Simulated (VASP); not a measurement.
# Au (Fm-3m) in VASP: settings compared

Aim: see how the results for Au move with the level of theory and the settings. Levels: PBE0, HSE06, PBE. Tasks: single point, relaxation of cell and atoms.

Everything below comes from runs of VASP 6.6.1. Logs are shortened: lines on timing, memory, paths and dates and some standing lists are left out, and cuts for length are marked.

## Step 1: The cell of the first run

It takes space group Fm-3m (No. 225, cubic). The conventional cell has a = 3.987 Å, b = 3.987 Å, c = 3.987 Å, α = 90.00°, β = 90.00°, γ = 90.00°. Within 3.7 Å of Au (site symmetry m-3m) lie 12 Au at 2.82 Å.

## Step 2: Single point, PBE0

File POSCAR:

```
Au
1.0
    0.0000000000      1.9934577312      1.9934577312
    1.9934577312      0.0000000000      1.9934577312
    1.9934577312      1.9934577312      0.0000000000
Au
1
Direct
    0.0000000000      0.0000000000      0.0000000000
```

File INCAR.step1:

```
PREC = Accurate
ENCUT = 520
EDIFF = 1E-5
ISMEAR = -1
SIGMA = 0.05
LREAL = F
LASPH = T
NELM = 60
ALGO = Normal
ISIF = 2
LWAVE = T
LCHARG = F
NBANDS = 12
GGA = PE
```

File INCAR.step2:

```
PREC = Accurate
ENCUT = 520
EDIFF = 1E-6
ISMEAR = -1
SIGMA = 0.05
LREAL = F
LASPH = T
NELM = 60
ALGO = Normal
ISIF = 2
LWAVE = F
LCHARG = F
GGA = PE
LHFCALC = T
AEXX = 0.25
PRECFOCK = Normal
NBANDS = 12
ISTART = 1
```

File KPOINTS:

```
Automatic mesh
0
Gamma
  6 6 6
```

Potentials or basis: VASP PAW PBE potentials, release 64 (Au).

Command:

```sh
> cat potpaw_PBE.64/Au/POTCAR > POTCAR
> cp INCAR.step1 INCAR
> mpirun -np 1 vasp_std > vasp.out
> cp INCAR.step2 INCAR
> mpirun -np 1 vasp_std > vasp.out
```

OUTCAR:

```text
PREC = Accurate
   ENCUT = 520
   EDIFF = 1E-6
   ISMEAR = -1
   LREAL = F
   LASPH = T
   NELM = 60
   ISIF = 2
   GGA = PE
   LHFCALC = T
   AEXX = 0.25
   PRECFOCK = Normal
   ISTART = 1

 ion  position               nearest neighbor table
   1  0.000  0.000  0.000-

  LATTYP: Found a face centered cubic cell.
 ALAT       =     3.9869154624

  Lattice vectors:

 A1 = (   0.0000000000,   1.9934577312,   1.9934577312)
 A2 = (   1.9934577312,   0.0000000000,   1.9934577312)
 A3 = (   1.9934577312,   1.9934577312,   0.0000000000)

Analysis of symmetry for initial positions (statically):
=====================================================================
 Subroutine PRICEL returns:
 Original cell was already a primitive cell.

 Routine SETGRP: Setting up the symmetry group for a
 face centered cubic supercell.

 Subroutine GETGRP returns: Found 48 space group operations
 (whereof 48 operations were pure point group operations)
 out of a pool of 48 trial point group operations.

The static configuration has the point symmetry O_h .

Analysis of symmetry for dynamics (positions and initial velocities):
=====================================================================
 Subroutine PRICEL returns:
 Original cell was already a primitive cell.

 Routine SETGRP: Setting up the symmetry group for a
 face centered cubic supercell.

 Subroutine GETGRP returns: Found 48 space group operations
 (whereof 48 operations were pure point group operations)
 out of a pool of 48 trial point group operations.

The dynamic configuration has the point symmetry O_h .

 Subroutine INISYM returns: Found 48 space group operations
 (whereof 48 operations are pure point group operations),
 and found     1 'primitive' translations

----------------------------------------------------------------------------------------

                                     Primitive cell

  volume of cell :      15.8435

  direct lattice vectors                    reciprocal lattice vectors
     0.000000000  1.993457731  1.993457731    -0.250820467  0.250820467  0.250820467
     1.993457731  0.000000000  1.993457731     0.250820467 -0.250820467  0.250820467
     1.993457731  1.993457731  0.000000000     0.250820467  0.250820467 -0.250820467

  length of vectors
     2.819174959  2.819174959  2.819174959     0.434433793  0.434433793  0.434433793

  position of ions in fractional coordinates (direct lattice)
[... 82 lines left out ...]
   EFERMI =   0.00;   METHOD = LEGACY
   ISMEAR =    -1;   SIGMA  =   0.05  broadening in eV -4-tet -1-fermi 0-gaus
   EFERMI_NEDOS =   21; number of points for ismear=-14 and -15
   IALGO  =     38    algorithm
   IMIX   =      1    mixing-type and parameters
     AMIX     =   0.40;   BMIX     =  1.00
     AMIX_MAG =   1.60;   BMIX_MAG =  1.00
  volume/ion in A,a.u.               =      15.84       106.92
  Fermi-wavevector in a.u.,A,eV,Ry     =   1.449624  2.739392 28.591414  2.101410
  Thomas-Fermi vector in A             =   2.567329
   LORBIT       =      0    0 simple, 1 ext, 2 COOP (PROOUT), +10 PAW based schemes
   GGA     = PE    functional components
   LHFCALC =     T    Hartree Fock is set to
   PRECFOCK=normal    Normal, Fast or Accurate (Low or Medium for compatibility)
   ENCUT4O =  -1.0   cutoff for four orbital integrals eV
   NKREDX  =     1    reduce k-point grid by
   NKREDY  =     1    reduce k-point grid by
   NKREDZ  =     1    reduce k-point grid by
   AEXX    =    0.2500 exact exchange contribution
   HFSCREEN=    0.0000 screening length (either q_TF or 0.3 A-1)
   HFSCREENC=   0.0000 screening length for correlation (either q_TF or 0.3 A-1)
   ENCUTFOCK=  -1.0 apply spherical cutoff to Coloumb kernel
   IVDW    =     0    specifies the selected vdW correction
   LEPSILON=     F    determine dielectric tensor
   LRPA    =     F    only Hartree local field effects (RPA)
 non-spin polarized calculation
  energy-cutoff  :      520.00
  volume of cell :       15.84
 maximum number of plane-waves:       444
 NGX is ok and might be reduce to    24
  NGX = 16; NGY = 16; NGZ = 16

 number of electron      11.0000002 magnetization

 Free energy of the ion-electron system (eV)
  ---------------------------------------------------
  ext. energy  EPLUGINS =         0.00000000
  ---------------------------------------------------
  free energy    TOTEN  =        -3.43049892 eV

  energy without entropy =       -3.42314735  energy(sigma->0) =       -3.42682313

 E-fermi :  10.2301     XC(G=0): -10.2946

 val. band max:       10.2045399343   @ k =   0.5000   0.3333   0.1667
 cond. band min:      11.4494069231   @ k =   0.5000   0.1667   0.0000
 fundamental gap:      1.2448669888
 Fermi energy:        10.2300825556

 k-point     1 :       0.0000    0.0000    0.0000
  band No.  band energies     occupation
      1      -1.6800      2.00000
      2       3.8370      2.00000
      3       3.8370      2.00000
      4       3.8370      2.00000
      5       5.6345      2.00000
      6       5.6345      2.00000
      7      26.3052      0.00000
      8      30.9401      0.00000
      9      30.9401      0.00000
     10      30.9401      0.00000
     11      35.9715      0.00000
     12      41.9247      0.00000
[... 211 lines left out ...]
 k-point    16 :      -0.3333    0.5000    0.1667
  band No.  band energies     occupation
      1       1.8651      2.00000
      2       2.2420      2.00000
      3       4.8005      2.00000
      4       6.0182      2.00000
      5       7.6654      2.00000
      6      15.6590      0.00000
      7      17.2804      0.00000
      8      20.2074      0.00000
      9      21.6668      0.00000
     10      33.9587      0.00000
     11      34.8106      0.00000
     12      37.7771      0.00000

------------------------ aborting loop because EDIFF is reached ----------------------------------------

  FORCE on cell =-STRESS in cart. coord.  units (eV):
  Direction    XX          YY          ZZ          XY          YZ          ZX
  --------------------------------------------------------------------------------------
  -------------------------------------------------------------------------------------
  Total        2.2597964      2.2597964      2.2597964     -0.0000000      0.0000000      0.0000000
  in kB      228.5224196    228.5224196    228.5224196     -0.0000000      0.0000000      0.0000000
  external PRESSURE =     228.5224196 kB  Pullay stress =       0.0000000 kB

 VOLUME and BASIS-vectors are now :
 -----------------------------------------------------------------------------
  energy-cutoff  :      520.00
  volume of cell :       15.84
      direct lattice vectors                 reciprocal lattice vectors
     0.000000000  1.993457731  1.993457731    -0.250820467  0.250820467  0.250820467
     1.993457731  0.000000000  1.993457731     0.250820467 -0.250820467  0.250820467
     1.993457731  1.993457731  0.000000000     0.250820467  0.250820467 -0.250820467

 POSITION                                       TOTAL-FORCE (eV/Angst)
 -----------------------------------------------------------------------------------
      0.00000      0.00000      0.00000        -0.000000      0.000000     -0.000000
 -----------------------------------------------------------------------------------
    total drift:                               -0.000000     -0.000000     -0.000000

  FREE ENERGIE OF THE ION-ELECTRON SYSTEM (eV)
  ---------------------------------------------------
  free  energy   TOTEN  =        -3.4304989199 eV

  energy  without entropy=       -3.4231473471  energy(sigma->0) =       -3.42682313
```

OSZICAR.step1:

```text
N       E                     dE             d eps       ncg     rms          rms(c)
DAV:   1     0.510393899936E+02    0.51039E+02   -0.56274E+03   384   0.815E+02
DAV:   2    -0.250826880725E+01   -0.53548E+02   -0.49952E+02   444   0.192E+02
DAV:   3    -0.325201148891E+01   -0.74374E+00   -0.74254E+00   444   0.222E+01
DAV:   4    -0.325432602604E+01   -0.23145E-02   -0.23144E-02   484   0.139E+00
DAV:   5    -0.325434188871E+01   -0.15863E-04   -0.15863E-04   456   0.110E-01    0.122E+01
DAV:   6    -0.302431813780E+01    0.23002E+00   -0.53118E-01   436   0.607E+00    0.745E+00
DAV:   7    -0.299891141364E+01    0.25407E-01   -0.91622E-02   440   0.251E+00    0.283E+00
DAV:   8    -0.299622411351E+01    0.26873E-02   -0.39815E-03   428   0.554E-01    0.275E-01
DAV:   9    -0.299621285605E+01    0.11257E-04   -0.15193E-05   444   0.357E-02    0.162E-02
DAV:  10    -0.299621746536E+01   -0.46093E-05   -0.19137E-06   272   0.125E-02
   1 F= -.29962175E+01 E0= -.29924014E+01  d E =-.763215E-02
```

It took 3.1 min on 1 thread of Intel Xeon 6975P-C (Granite Rapids), shared host; peak memory 0.15 GiB.

Results:

```
Free energy            : -3.4305 eV
Pressure               : 22.9 GPa
Band gap on the k mesh : zero (an odd number of electrons rules out a gap without spin polarisation)
```

Levels at points of the mesh, in eV from the Fermi level:
```
           k point  band 2  band 3  band 4  band 5  band 6  band 7  band 8  band 9  band 10  band 11
(0.00, 0.00, 0.00)   -6.39   -6.39   -6.39   -4.60   -4.60   16.08   20.71   20.71    20.71    25.74
(0.50, 0.00, 0.00)   -6.46   -6.46   -3.01   -3.01   -1.50    4.75   15.48   19.66    19.66    28.12
(0.50, 0.50, 0.00)   -8.87   -3.15   -2.55   -2.55    1.61    8.06   11.83   11.83    19.89    22.81
```

Caveat: the k points lie up to 0.45 Å⁻¹ apart, too coarse for converged energies and pressures of a metal; the PAW data sets were made with another functional, which shifts forces and pressure a little; spin-orbit coupling is left out, which moves the levels of the heavy elements.

## Step 3: Single point, HSE06

This run uses another cell than the first one, of 16.18 Å³/atom.

File POSCAR:

```
Au
1.0
    0.0000000000      2.0074966285      2.0074966285
    2.0074966285      0.0000000000      2.0074966285
    2.0074966285      2.0074966285      0.0000000000
Au
1
Direct
    0.0000000000      0.0000000000      0.0000000000
```

File INCAR.step1:

```
PREC = Accurate ; ENCUT = 520
EDIFF = 1E-5 ; ISMEAR = -1
SIGMA = 0.05 ; LREAL = False
LASPH = True ; NELM = 60
ALGO = Normal ; ISIF = 2
LWAVE = True ; NBANDS = 12
GGA = PE
```

File INCAR.step2:

```
PREC = Accurate ; ENCUT = 520
EDIFF = 1E-7 ; ISMEAR = -1
SIGMA = 0.05 ; LREAL = False
LASPH = True ; NELM = 60
ALGO = Normal ; ISIF = 2
LWAVE = False ; LCHARG = True
GGA = PE ; LHFCALC = True
HFSCREEN = 0.2079 ; PRECFOCK = Normal
LELF = True ; LVHAR = True
NBANDS = 12 ; ISTART = 1
```

File KPOINTS:

```
regular mesh
0
Gamma
  6 6 6
```

Potentials or basis: VASP PAW PBE potentials, release 64 (Au).

Command:

```sh
> cat potpaw_PBE.64/Au/POTCAR > POTCAR
> cp INCAR.step1 INCAR
> mpirun -np 1 vasp_std > vasp.out
> cp INCAR.step2 INCAR
> mpirun -np 1 vasp_std > vasp.out
```

Wall time 3.4 min (1 thread of Intel Xeon 6975P-C (Granite Rapids), shared host); peak memory 0.24 GiB.

It converged, with:

```yaml
Free_energy: -3.2670 eV
Pressure: 17.2 GPa
Band_gap_on_the_k_mesh: zero (an odd number of electrons rules out a gap without spin polarisation)
```

Levels at points of the mesh, in eV from the Fermi level:
```
           k point  band 2  band 3  band 4  band 5  band 6  band 7  band 8  band 9  band 10  band 11
(0.00, 0.00, 0.00)   -5.92   -5.92   -5.92   -4.19   -4.19   15.67   20.16   20.16    20.16    25.15
(0.50, 0.00, 0.00)   -5.98   -5.98   -2.68   -2.68   -1.12    4.17   15.07   19.03    19.03    27.30
(0.50, 0.50, 0.00)   -8.30   -2.80   -2.25   -2.25    1.28    7.39   11.31   11.31    19.19    22.02
```

Caveat: the k points lie up to 0.45 Å⁻¹ apart, too coarse for converged energies and pressures of a metal; the PAW data sets were made with another functional, which shifts forces and pressure a little; spin-orbit coupling is left out, which moves the levels of the heavy elements.

[end of part 1 of 3]

The gap in the log of VASP goes by the Fermi energy; the results here count the filled bands.